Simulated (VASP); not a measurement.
Cu: single point with LDA

Crystal: Cu.

```
Cu
1.0
    -1.46310    1.46310    1.37460
     1.46310   -1.46310    1.37460
     1.46310    1.46310   -1.37460
Cu
1
Direct
  0.00000 0.00000 0.00000
```

```
Program             : VASP 6.6.1
Task                : single point
Functional          : LDA
Potentials or basis : VASP PAW LDA potentials, release 64 (Cu)
Cutoff              : 520 eV
k mesh              : 22 × 22 × 22
Occupations         : gaussian, width 0.15 eV
Spin                : no spin polarisation
```

```
Pressure               : -10.6 GPa
Band gap on the k mesh : zero (an odd number of electrons rules out a gap without spin polarisation)
```

Stress tensor (GPa, compression positive):
```
-10.51   0.00   0.00
  0.00 -10.51   0.00
  0.00   0.00 -10.77
```

Levels at points of the mesh, in eV from the Fermi level:
```
           k point  band 3  band 4  band 5  band 6  band 7  band 8  band 9  band 10
(0.00, 0.00, 0.00)   -3.07   -3.07   -2.28   -2.01   24.45   24.45   26.18    28.13
(0.50, 0.00, 0.00)   -2.16   -1.90   -1.39   -0.40    4.58   16.88   17.02    20.97
(0.50, 0.50, 0.00)   -2.36   -2.08   -1.42   -0.87    3.90   18.69   18.71    22.49
(0.50, 0.50, 0.50)   -1.59   -1.59   -1.52    7.39    7.39    9.78   13.13    13.71
```

Wall time 38 s on 1 thread of AMD EPYC 9R45 96-Core Processor (Zen 5), on a shared host, peak memory 0.18 GiB.

Caveat: the cell stands under tension.
